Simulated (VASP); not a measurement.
Here is a VASP 6.6.1 calculation.

The input INCAR:

```
SYSTEM = MnO2
PREC     = Accurate       ! precision mode
ENCUT    = 700            ! plane-wave cutoff, eV
EDIFF    = 1E-6           ! SCF threshold, eV
ISMEAR   = -1             ! smearing method
SIGMA    = 0.05           ! smearing width, eV
LREAL    = .False.        ! projectors in reciprocal space
LASPH    = .True.         ! aspherical terms in the spheres
NELM     = 120            ! most SCF steps
ALGO     = Normal         ! electronic algorithm
ISIF     = 2              ! what is computed and relaxed
LWAVE    = .False.        ! write WAVECAR
LCHARG   = .True.         ! write CHGCAR
GGA      = PS             ! functional
LELF     = .True.         ! ELF
LVHAR    = .True.       
NBANDS   = 20             ! bands
GGA_COMPAT= .False.
```

Contents of KPOINTS:

```
regular mesh
0
Gamma
  11 11 11
  0 0 0
```

POSCAR

```
MnO2
1.0
    1.4284348394      0.8247072390      4.5839315268
   -1.4284348394      0.8247072390      4.5839315268
    0.0000000000     -1.6494144781      4.5839315268
Mn O
1 2
Direct
    0.0000000000      0.0000000000      0.0000000000
    0.7356355100      0.7356355100      0.7356355100
    0.2643644900      0.2643644900      0.2643644900
```

Potentials or basis: VASP PAW PBE potentials, release 64 (Mn_sv, O).

The run is started by

```sh
$ cat potpaw_PBE.64/Mn_sv/POTCAR potpaw_PBE.64/O/POTCAR > POTCAR
$ mpirun -np 1 vasp_std > vasp.out
```

(1) Predict the band gap on the k mesh.

(2) Estimate the largest force.

(3) Predict the pressure.

Answers

(1) zero (an odd number of electrons rules out a gap without spin polarisation).

(2) 0.561 eV/Å.

(3) -12.4 GPa.

Caveat: the stress differs along the axes, from -16 to -5 GPa; the PAW data sets were made with another functional, which shifts forces and pressure a little; an odd number of electrons without spin polarisation forces a metal; a magnetic or distorted state may lie lower; the run has no spin polarisation, though such a crystal can be magnetic; semilocal functionals often make such compounds metallic where correlation or magnetic order opens a gap, which also shifts bond lengths.
